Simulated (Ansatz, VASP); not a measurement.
**One calculation of CuSn2O2, two programs**

Contents of INCAR:

```
SYSTEM = CuSn2O2
PREC = Accurate ; ENCUT = 520
EDIFF = 1E-6 ; ISMEAR = 0
SIGMA = 0.05 ; LREAL = .FALSE.
LASPH = .TRUE. ; NELM = 150
ALGO = Normal ; ISIF = 2
LWAVE = .FALSE. ; LCHARG = .FALSE.
ISPIN = 2 ; MAGMOM = 0 0 0 0 1
LORBIT = 11 ; LMAXMIX = 4
LDIPOL = .TRUE. ; IDIPOL = 3
DIPOL = 0.5 0.5 0.303 ; GGA = PE
IVDW = 12 ; NBANDS = 38
```

KPOINTS

```
Automatic mesh
0
G
  7 7 1
  0 0 0
```

The input POSCAR:

```
CuSn2O2
1.0
    3.8201708766      0.0000000000      0.0000000000
    0.0000000000      3.8201708766      0.0000000000
    0.0000000000      0.0000000000     19.3630360333
Sn O Cu
2 2 1
Direct
    0.5000000000      0.0000000000      0.2065791745
    0.0000000000      0.5000000000      0.3286176828
    0.0000000000      0.0000000000      0.2675984287
    0.5000000000      0.5000000000      0.2675984287
    0.5000000000      1.0000000000      0.4422362288
```

Input for Ansatz:

```yaml
crystal:
  lattice:
    - [3.8201708766, 0.0, 0.0]
    - [0.0, 3.8201708766, 0.0]
    - [0.0, 0.0, 19.3630360333]
  atoms:
    - { symbol: Sn, position: [0.5, 0.0, 0.2065791745] }
    - { symbol: O, position: [0.0, 0.0, 0.2675984287] }
    - { symbol: O, position: [0.5, 0.5, 0.2675984287] }
    - { symbol: Sn, position: [0.0, 0.5, 0.3286176828] }
    - { symbol: Cu, position: [0.5, 1.0, 0.4422362288], spin: 1.0 }
basis:
  ecutwfc: 420
kpoints:
  mp_grid: { grid: [7, 7, 1] }
hamiltonian:
  xc: pbe
  pseudopotentials: { kind: paw, azcp: { folder: soft_1 } }
  dispersion: d3bj
scf:
  occupations: { method: gaussian, width: 0.05 }
output:
  forces: true
  eigenvalues: true
  populations: true
magnetization:
  spin_polarized: true
efield:
  axis: 3
  dipole_correction: true
  ramp_width: 0.04
```

Alike in both runs: task single point; functional PBE; dispersion D3(BJ); k mesh 7 × 7 × 1; occupations gaussian, width 0.05 eV; collinear spin.

```csv
,VASP,Ansatz
version,VASP 6.6.1,Ansatz 0.2.0
potentials or method,"VASP PAW PBE potentials, release 64 (Sn_d, O, Cu), cutoff 520 eV","scalar-relativistic, plane waves, PAW"
valence electrons in the cell,51,59
```

Ansatz gave:

```
gap on the k mesh at the Fermi level (eV)                     : none
rms of the force components (eV/Å)                            : 0.218
net moment per atom (μB)                                      : 0.00
size of the moment on the site where the two differ most (μB) : 0.00
```

Estimate VASP's values.

gap on the k mesh at the Fermi level (eV): none; rms of the force components (eV/Å): 0.201; net moment per atom (μB): 0.07; size of the moment on the site where the two differ most (μB): 0.09.

Site moments also hang on the region over which each program counts them. A gap of «none» marks a metal or a gap that the smearing closes. VASP's potentials hold 51 valence electrons a cell and Ansatz's 59, so a difference there can come from the potentials and not from the codes. Ansatz's warnings: seeded moment not kept.
